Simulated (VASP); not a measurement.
# Al9H in VASP: notebook

The runs below take Al9H through single point, with PBE.

Program: VASP 6.6.1. These are calculated values, not measurements. Logs are shortened: lines on timing, memory, paths and dates and some standing lists are left out, and cuts for length are marked.

## 1. The cell of the first run

The cell holds a slab with vacuum, 20 atoms: a = 5.707 Å, b = 9.806 Å, c = 22.790 Å, α = 90.00°, β = 90.00°, γ = 98.37°.

## 2. Single point, PBE

INCAR

```
SYSTEM = Al9H
ALGO = Normal
DIPOL = 0.5 0.5 0.306
EDIFF = 1E-6
ENCUT = 520
GGA = PE
IDIPOL = 3
ISIF = 2
ISMEAR = 0
LASPH = .True.
LCHARG = .False.
LDIPOL = .True.
LREAL = Auto
LWAVE = .False.
NBANDS = 44
NELM = 80
PREC = Accurate
SIGMA = 0.1
```

KPOINTS

```
k-points
0
Gamma
  5 3 1
  0 0 0
```

POSCAR

```
Al9H
1.0
    5.7070863109      0.0000000000      0.0000000000
   -1.4267715777      9.7014842373      0.0000000000
    0.0000000000      0.0000000000     22.7903703632
Al H
18 2
Direct
    0.2662216041      0.0648864163      0.1755127247
    0.7662216041      0.0648864163      0.1755127247
    0.3354806058      0.3419224231      0.2192029853
    0.8354806058      0.3419224231      0.2192029853
    0.1493324061      0.5973296244      0.2279410374
    0.6493324061      0.5973296244      0.2279410374
    0.4631842064      0.8527368258      0.2366790895
    0.9631842064      0.8527368258      0.2366790895
    0.0319772084      0.1277109167      0.2808262503
    0.5319772084      0.1277109167      0.2808262503
    0.0997917590      0.4042231279      0.3301071124
    0.5997917590      0.4042231279      0.3301071124
    0.4144000530      0.6596656505      0.3369822082
    0.9144000530      0.6596656505      0.3369822082
    0.2263076920      0.9110819249      0.3449259127
    0.7263076920      0.9110819249      0.3449259127
    0.2962427236      0.1814071990      0.3857054635
    0.7962427236      0.1814071990      0.3857054635
    0.4105999071      0.9110819249      0.5173400070
    0.5420154770      0.9110819249      0.5173400070
```

Potentials or basis: VASP PAW PBE potentials, release 64 (Al, H).

On the command line:

```sh
> cat potpaw_PBE.64/Al/POTCAR potpaw_PBE.64/H/POTCAR > POTCAR
> mpirun -np 1 vasp_std > vasp.out
```

OUTCAR:

```text
SYSTEM = Al9H
   EDIFF = 1E-6
   ENCUT = 520
   GGA = PE
   ISIF = 2
   ISMEAR = 0
   LASPH = .True.
   LREAL = Auto
   NELM = 80
   PREC = Accurate

 ion  position               nearest neighbor table
   1  0.266  0.065  0.176-   2 2.85   2 2.85   9 2.86  10 2.86   7 2.87   8 2.87   3 2.87
   2  0.766  0.065  0.176-   1 2.85   1 2.85  10 2.86   9 2.86   8 2.87   7 2.87   4 2.87
   3  0.335  0.342  0.219-   4 2.85   4 2.85   6 2.87   5 2.87   1 2.87   9 2.89  10 2.89  12 2.96
                            11 2.97
   4  0.835  0.342  0.219-   3 2.85   3 2.85   5 2.87   6 2.87   2 2.87  10 2.89   9 2.89  11 2.96
                            12 2.97
   5  0.149  0.597  0.228-   6 2.85   6 2.85   4 2.87   3 2.87   7 2.87   8 2.87  13 2.93  14 2.93
                            11 2.99
   6  0.649  0.597  0.228-   5 2.85   5 2.85   3 2.87   4 2.87   8 2.87   7 2.87  14 2.93  13 2.93
                            12 2.99
   7  0.463  0.853  0.237-  10 2.85   8 2.85   8 2.85   1 2.87   5 2.87   2 2.87   6 2.87  16 2.90
                            15 2.91  13 2.96
   8  0.963  0.853  0.237-   9 2.85   7 2.85   7 2.85   2 2.87   6 2.87   1 2.87   5 2.87  15 2.90
                            16 2.91  14 2.96
   9  0.032  0.128  0.281-  18 2.83  17 2.83   8 2.85  10 2.85  10 2.85   1 2.86   2 2.86   3 2.89
                             4 2.89  11 2.91  15 2.93  16 2.93
  10  0.532  0.128  0.281-  17 2.83  18 2.83   7 2.85   9 2.85   9 2.85   2 2.86   1 2.86   4 2.89
                             3 2.89  12 2.91  16 2.93  15 2.93
  11  0.100  0.404  0.330-  12 2.85  12 2.85  14 2.86  13 2.87  18 2.88  17 2.89   9 2.91   4 2.96
                             3 2.97   5 2.99
  12  0.600  0.404  0.330-  11 2.85  11 2.85  13 2.86  14 2.87  17 2.88  18 2.89  10 2.91   3 2.96
                             4 2.97   6 2.99
  13  0.414  0.660  0.337-  16 2.83  15 2.83  14 2.85  14 2.85  12 2.86  11 2.87   5 2.93   6 2.93
                             7 2.96
  14  0.914  0.660  0.337-  15 2.83  16 2.83  13 2.85  13 2.85  11 2.86  12 2.87   6 2.93   5 2.93
                             8 2.96
  15  0.226  0.911  0.345-  17 2.78  14 2.83  13 2.83  16 2.85  16 2.85   8 2.90   7 2.91   9 2.93
                            10 2.93
  16  0.726  0.911  0.345-  18 2.78  13 2.83  14 2.83  15 2.85  15 2.85   7 2.90   8 2.91  10 2.93
                             9 2.93
  17  0.296  0.181  0.386-  15 2.78  10 2.83   9 2.83  18 2.85  18 2.85  12 2.88  11 2.89
  18  0.796  0.181  0.386-  16 2.78   9 2.83  10 2.83  17 2.85  17 2.85  11 2.88  12 2.89
  19  0.411  0.911  0.517-  20 0.75
  20  0.542  0.911  0.517-  19 0.75

  LATTYP: Found a simple monoclinic cell.
 ALAT       =     5.7070863109
 B/A-ratio  =     3.9933460126
 C/A-ratio  =     1.7181865164
 COS(beta)  =    -0.1455022476

  Lattice vectors:

 A1 = (   5.7070863109,   0.0000000000,   0.0000000000)
 A2 = (   0.0000000000,   0.0000000000, -22.7903703632)
 A3 = (  -1.4267715777,   9.7014842373,   0.0000000000)

Analysis of symmetry for initial positions (statically):
=====================================================================
 Subroutine PRICEL returns:
 Original cell was already a primitive cell.

 Routine SETGRP: Setting up the symmetry group for a
 simple monoclinic supercell.

 Subroutine GETGRP returns: Found  1 space group operations
 (whereof  1 operations were pure point group operations)
 out of a pool of  4 trial point group operations.

The static configuration has the point symmetry C_1 .

Analysis of symmetry for dynamics (positions and initial velocities):
=====================================================================
 Subroutine PRICEL returns:
 Original cell was already a primitive cell.

 Routine SETGRP: Setting up the symmetry group for a
 simple monoclinic supercell.

 Subroutine GETGRP returns: Found  1 space group operations
 (whereof  1 operations were pure point group operations)
 out of a pool of  4 trial point group operations.

The dynamic configuration has the point symmetry C_1 .

 Subroutine INISYM returns: Found  1 space group operations
 (whereof  1 operations are pure point group operations),
 and found     1 'primitive' translations

----------------------------------------------------------------------------------------

                                     Primitive cell

  volume of cell :    1261.8392

  direct lattice vectors                    reciprocal lattice vectors
     5.707086311  0.000000000  0.000000000     0.175220760  0.025769253  0.000000000
[... 60 lines left out ...]

  Cartesian coordinates                     Fractional coordinates (reciprocal lattice)
     0.035044152  0.005153851  0.000000000     0.200000000  0.000000000  0.000000000
     0.000000000  0.034359004  0.000000000     0.000000000  0.333333333  0.000000000
     0.000000000  0.000000000  0.043878181     0.000000000  0.000000000  1.000000000

  Length of vectors
     0.035421106  0.034359004  0.043878181

  Shift w.r.t. Gamma in fractional coordinates (k-lattice)
     0.000000000  0.000000000  0.000000000

 Subroutine IBZKPT returns following result:
 ===========================================

 Found      8 irreducible k-points:

 Following reciprocal coordinates:
            Coordinates               Weight
  0.000000  0.000000  0.000000      1.000000
  0.200000  0.000000  0.000000      2.000000
  0.400000  0.000000  0.000000      2.000000
  0.000000  0.333333  0.000000      2.000000
  0.200000  0.333333  0.000000      2.000000
  0.400000  0.333333  0.000000      2.000000
 -0.400000  0.333333  0.000000      2.000000
 -0.200000  0.333333  0.000000      2.000000
   k-points           NKPTS =      8   k-points in BZ     NKDIM =      8   number of bands    NBANDS=     44
   number of dos      NEDOS =    301   number of ions     NIONS =     20
   total plane-waves  NPLWV = 604800
   dimension x,y,z NGX =    42 NGY =   80 NGZ =  180
   dimension x,y,z NGXF=    84 NGYF=  160 NGZF=  360
   ions per type =              18   2
   NGX,Y,Z   is equivalent  to a cutoff of  12.23, 13.56, 13.13 a.u.
   NGXF,Y,Z  is equivalent  to a cutoff of  24.47, 27.13, 26.26 a.u.
 SYSTEM =  Al9H
   PREC   = accura    normal or accurate (medium, high low for compatibility)
   ISTART =      0    job   : 0-new  1-cont  2-samecut
   ICHARG =      2    charge: 1-file 2-atom 10-const
   ISPIN  =      1    spin polarized calculation?
   LNONCOLLINEAR =      F non collinear calculations
   LSORBIT =      F    spin-orbit coupling
   LASPH  =      T    aspherical Exc in radial PAW
   ENCUT  =  520.0 eV  38.22 Ry    6.18 a.u.  10.61 18.23 42.37*2*pi/ulx,y,z
   NELM   =     80;   NELMIN=  2; NELMDL= -5     # of ELM steps
   EDIFF  = 0.1E-05   stopping-criterion for ELM
   LREAL  =      T    real-space projection
   EDIFFG = 0.1E-04   stopping-criterion for IOM
   NSW    =      0    number of steps for IOM
[... 5 lines left out ...]
   TEBEG  =    0.0;   TEEND  =   0.0 temperature during run
   PSTRESS=    0.0 pullay stress
   NELECT =      56.0000    total number of electrons
   NUPDOWN=      -1.0000    fix difference up-down
   EMIN   =  10.00;   EMAX   =-10.00  energy-range for DOS
   EFERMI =   0.00;   METHOD = LEGACY
   ISMEAR =     0;   SIGMA  =   0.10  broadening in eV -4-tet -1-fermi 0-gaus
   EFERMI_NEDOS =   21; number of points for ismear=-14 and -15
   IALGO  =     38    algorithm
   IMIX   =      4    mixing-type and parameters
     AMIX     =   0.40;   BMIX     =  1.00
     AMIX_MAG =   1.60;   BMIX_MAG =  1.00
  volume/ion in A,a.u.               =      63.09       425.77
  Fermi-wavevector in a.u.,A,eV,Ry     =   0.579610  1.095305  4.570853  0.335948
  Thomas-Fermi vector in A             =   1.623387
   LORBIT       =      0    0 simple, 1 ext, 2 COOP (PROOUT), +10 PAW based schemes
   GGA     = PE    functional components
   LHFCALC =     F    Hartree Fock is set to
   AEXX    =    0.0000 exact exchange contribution
   IVDW    =     0    specifies the selected vdW correction
   LEPSILON=     F    determine dielectric tensor
   LRPA    =     F    only Hartree local field effects (RPA)
 non-spin polarized calculation
 Gauss-broadening in eV      SIGMA  =   0.10
  energy-cutoff  :      520.00
  volume of cell :     1261.84
 maximum number of plane-waves:     34010
   NGX = 21   NGY = 37   NGZ = 85

 dipolmoment           0.000000      0.000000      0.003101 electrons x Angstroem

 number of electron      56.0000001 magnetization

 dipolmoment           0.000000      0.000000     -0.003522 electrons x Angstroem

 Free energy of the ion-electron system (eV)
  ---------------------------------------------------
  ext. energy  EPLUGINS =         0.00000000
  ---------------------------------------------------
  free energy    TOTEN  =       -68.02876752 eV

  energy without entropy =      -67.98254424  energy(sigma->0) =      -68.00565588

 E-fermi :  -1.1900     XC(G=0):  -3.4293

 val. band max:       -1.2100666501   @ k =   0.0000   0.3333   0.0000
 cond. band min:      -1.1731259733   @ k =   0.2000   0.0000   0.0000
 fundamental gap:      0.0369406768
 Fermi energy:        -1.1900094930

 k-point     1 :       0.0000    0.0000    0.0000
  band No.  band energies     occupation
      1     -11.2593      2.00000
      2      -9.7184      2.00000
      3      -9.6192      2.00000
      4      -8.9734      2.00000
      5      -7.3992      2.00000
      6      -7.1601      2.00000
[... 333 lines left out ...]
     39       0.9182      0.00000
     40       1.0428      0.00000
 [bands above 40 left out]

------------------------ aborting loop because EDIFF is reached ----------------------------------------

 vacuum level on the upper side and lower side of the slab       (xc-potential included)        -0.085        -0.057

  FORCE on cell =-STRESS in cart. coord.  units (eV):
  Direction    XX          YY          ZZ          XY          YZ          ZX
  --------------------------------------------------------------------------------------
  -------------------------------------------------------------------------------------
  Total      -11.7919115    -12.6444772     -0.1660896      0.0752127     -0.5869530      0.0098469
  in kB      -14.9723781    -16.0548944     -0.2108866      0.0954988     -0.7452635      0.0125027
  external PRESSURE =     -10.4127197 kB  Pullay stress =       0.0000000 kB

 VOLUME and BASIS-vectors are now :
 -----------------------------------------------------------------------------
  energy-cutoff  :      520.00
  volume of cell :     1261.84
      direct lattice vectors                 reciprocal lattice vectors
     5.707086311  0.000000000  0.000000000     0.175220760  0.025769253  0.000000000
    -1.426771578  9.701484237  0.000000000     0.000000000  0.103077011  0.000000000
     0.000000000  0.000000000 22.790370363     0.000000000  0.000000000  0.043878181

 POSITION                                       TOTAL-FORCE (eV/Angst)
 -----------------------------------------------------------------------------------
      1.42677      0.62949      4.00000        -0.010462      0.156678      0.031706
      4.28031      0.62949      4.00000        -0.001932      0.155657      0.032299
      1.42677      3.31715      4.99572         0.003520      0.034708      0.061339
      4.28031      3.31715      4.99572         0.008017      0.036194      0.061083
      0.00000      5.79498      5.19486        -0.000378     -0.073673      0.029940
      2.85354      5.79498      5.19486        -0.002066     -0.074050      0.029443
[... 12 lines left out ...]
      1.04342      8.83885     11.79037        -0.006583     -0.002309      0.008694
      1.79342      8.83885     11.79037         0.007280     -0.001966      0.008869
 -----------------------------------------------------------------------------------
    total drift:                               -0.008064     -0.032217     -0.007383

  FREE ENERGIE OF THE ION-ELECTRON SYSTEM (eV)
  ---------------------------------------------------
  free  energy   TOTEN  =       -68.0287675220 eV

  energy  without entropy=      -67.9825442352  energy(sigma->0) =      -68.00565588

 vacuum level on the upper side and lower side of the slab         2.923         2.941
```

Wall time 31 min (1 thread of AMD EPYC 7R13, shared host); peak memory 1.2 GiB.

Results:

```
Free energy            : -68.0288 eV
Largest force          : 0.160 eV/Å
Band gap on the k mesh : zero (bands 28 and 29 overlap by 0.73 eV)
```

Forces on the atoms (eV/Å):
```
Al  -0.010  0.157  0.032
Al  -0.002  0.156  0.032
Al   0.004  0.035  0.061
Al   0.008  0.036  0.061
Al   0.000 -0.074  0.030
Al  -0.002 -0.074  0.029
Al   0.001 -0.101 -0.119
Al   0.003 -0.100 -0.118
Al   0.000  0.009 -0.002
Al   0.000  0.010 -0.004
Al   0.003 -0.013 -0.001
Al   0.004 -0.012 -0.001
Al  -0.005 -0.008 -0.003
Al  -0.004 -0.009 -0.004
Al  -0.005 -0.001 -0.002
Al   0.000  0.001 -0.003
Al   0.000 -0.004 -0.003
Al   0.005 -0.005 -0.002
H   -0.007 -0.002  0.009
H    0.007 -0.002  0.009
```

## 3. Single point, PBE

INCAR

```
SYSTEM = Al9H
PREC = Accurate ; ENCUT = 520
EDIFF = 1E-6 ; ISMEAR = 0
SIGMA = 0.1 ; LREAL = Auto
LASPH = .TRUE. ; NELM = 100
ALGO = Normal ; ISIF = 2
LWAVE = .FALSE. ; LCHARG = .FALSE.
LDIPOL = .TRUE. ; IDIPOL = 3
DIPOL = 0.5 0.5 0.296 ; GGA = PE
NBANDS = 44
```

KPOINTS

```
Automatic mesh
0
G
  5 3 1
  0 0 0
```

POSCAR: that of step 2 with these lines changed.

```diff
@@ -26,3 +26,3 @@
     0.7962427236      0.1814071990      0.3857054635
-    0.4105999071      0.9110819249      0.5173400070
-    0.5420154770      0.9110819249      0.5173400070
+    0.3728398333      0.9110819249      0.4194916630
+    0.5797755507      0.9110819249      0.4194916630
```

Potentials or basis: VASP PAW PBE potentials, release 64 (Al, H).

On the command line:

```sh
> cat potpaw_PBE.64/Al/POTCAR potpaw_PBE.64/H/POTCAR > POTCAR
> mpirun -np 1 vasp_std > vasp.out
```

Run time: 33 min. Hardware: 1 thread of AMD EPYC 7R13, shared host; peak memory 1.2 GiB.

The run converged. Its results:

```
Free energy            : -66.8393 eV
Largest force          : 0.843 eV/Å
Band gap on the k mesh : zero (bands 28 and 29 overlap by 0.70 eV)
```

Forces in eV/Å, atoms in the order of the input:
```
Al  -0.067  0.148  0.070
Al   0.056  0.095  0.086
Al  -0.057  0.111  0.024
Al   0.088  0.157  0.028
Al  -0.043 -0.098 -0.031
Al   0.024 -0.132 -0.035
Al  -0.027 -0.091 -0.059
Al   0.019 -0.114 -0.144
Al  -0.014  0.000  0.074
Al   0.016 -0.069  0.125
Al  -0.035 -0.051 -0.049
Al   0.043  0.027 -0.031
Al  -0.045 -0.262 -0.097
Al   0.010 -0.097 -0.010
Al  -0.316 -0.107  0.187
Al   0.326 -0.072  0.207
Al  -0.076  0.158  0.108
Al   0.071  0.166  0.096
H    0.787  0.098 -0.284
H   -0.761  0.132 -0.264
```

Levels at points of the mesh, in eV from the Fermi level:
```
           k point  band 25  band 26  band 27  band 28  band 29  band 30  band 31  band 32
(0.00, 0.00, 0.00)    -1.20    -0.94    -0.74    -0.60    -0.54    -0.36     0.35     0.95
```

The gap in the log of VASP goes by the Fermi energy; the results here count the filled bands.